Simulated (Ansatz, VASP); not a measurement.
# MgO in VASP and in Ansatz

Contents of POSCAR:

```
MgO
1.0
    0.0000000000      2.2137931477      2.1021680256
    2.1021680256      0.0000000000      2.1021680256
    2.1021680256      2.2137931477      0.0000000000
Mg O
1 1
Direct
    0.0000000000      0.0000000000      0.0000000000
    0.5000000000      0.5000000000      0.5000000000
```

File INCAR.step1:

```
PREC = Accurate ; ENCUT = 750
ISMEAR = 0 ; SIGMA = 0.01
LREAL = F ; LASPH = T
NELM = 120 ; NBANDS = 15
GGA = PE ; ALGO = Normal
EDIFF = 1E-5 ; LWAVE = T
LCHARG = F ; GGA_COMPAT = F
```

File INCAR.step2:

```
PREC = Accurate ; ENCUT = 750
EDIFF = 1E-6 ; ISMEAR = 0
SIGMA = 0.01 ; LREAL = F
LASPH = T ; NELM = 120
ALGO = Normal ; ISIF = 2
LWAVE = F ; LCHARG = F
METAGGA = R2SCAN ; LMIXTAU = T
NBANDS = 15 ; ISTART = 1
GGA_COMPAT = F
```

The input KPOINTS:

```
Automatic mesh
0
Gamma
  10 10 10
```

Input for Ansatz:

```yaml
crystal:
  lattice:
    - [0.0, 2.2137931477, 2.1021680256]
    - [2.1021680256, 0.0, 2.1021680256]
    - [2.1021680256, 2.2137931477, 0.0]
  atoms:
    - { symbol: Mg, position: [0.0, 0.0, 0.0] }
    - { symbol: O, position: [0.5, 0.5, 0.5] }
kpoints:
  mp_grid: { grid: [10, 10, 10] }
  band_path:
    path:
      - [0.0, 0.0, 0.0]
      - [0.5, 0.0, 0.5]
      - [0.625, 0.25, 0.625]
      - [0.375, 0.375, 0.75]
      - [0.5, 0.5, 0.5]
      - [0.5, 0.25, 0.75]
    npoints: 1
hamiltonian:
  xc: r2scan
scf:
  occupations: { method: fixed }
  n_extra_bands: 4
output:
  forces: true
  stress: true
  eigenvalues: true
  write_density: true
  write_potential: true
  elf: true
  volumetric_format: npy
```

Change from the starting cell: uniaxial_y strain +5.3%.

Alike in both runs: task single point; functional r2SCAN; k mesh 10 × 10 × 10; no spin polarisation.

|  | VASP | Ansatz |
| --- | --- | --- |
| version | VASP 6.6.1 | Ansatz 0.2.0 |
| potentials or method | VASP PAW PBE potentials, release 64 (Mg_sv, O) | plane waves, PAW |
| plane-wave cutoff (eV) | 750 | 500 |
| occupations | gaussian, width 0.01 eV | fixed |
| valence electrons in the cell | 16 | 16 |

```csv
,VASP,Ansatz,Ansatz less VASP
gap on the k mesh at the Fermi level (eV),5.12,5.09,-0.023
pressure (GPa),-7.2,-7.0,+0.19
"traceless stress, the component that is largest in VASP (GPa)",-5.21,-4.96,+0.250
```

VASP's potentials were made for PBE, not for r2SCAN.
